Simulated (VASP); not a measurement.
Set up this calculation in VASP 6.6.1, as the native input.

| Property | Result |
| --- | --- |
| Task | single point |
| Functional | PBE |
| Potentials or basis | VASP PAW PBE potentials, release 64 (As) |
| Cutoff | 520 eV |
| k mesh | 16 × 16 × 9 |
| Occupations | fermi-dirac, width 0.05 eV |
| Spin | no spin polarisation |
| Dipole correction | no |
| Further INCAR settings | ALGO = Normal; EDIFF = 1e-07; NBANDS = 12 |

The structure of As lies in POSCAR:

```
As
1.0
    3.0532622701      0.0000000000      0.0000000000
   -1.5266311350      2.6442026903      0.0000000000
    0.0000000000      0.0000000000      4.7628345845
As
2
Direct
    0.3333333333      0.6666666667      0.2500000000
    0.6666666667      0.3333333333      0.7500000000
```

These files were run (other wordings do the same):

INCAR

```
SYSTEM = As
ALGO = Normal
EDIFF = 1E-7
ENCUT = 520
GGA = PE
ISIF = 2
ISMEAR = -1
LASPH = .True.
LCHARG = .False.
LREAL = .False.
LWAVE = .False.
NBANDS = 12
NELM = 80
PREC = Accurate
SIGMA = 0.05
```

KPOINTS

```
k-points
0
Gamma
  16 16 9
  0 0 0
```

Potentials or basis: VASP PAW PBE potentials, release 64 (As).

Launch:

```console
$ cat potpaw_PBE.64/As/POTCAR > POTCAR
$ mpirun -np 1 vasp_std > vasp.out
```

It gave:

- Pressure: 0.1 GPa
- Band gap on the k mesh: zero (band 5 reaches 10.57 eV, above the bottom of band 6 at 3.26 eV)

It took 38 s on 1 thread of AMD EPYC 9R45 (Zen 5) (shared host), peak memory 0.16 GiB.
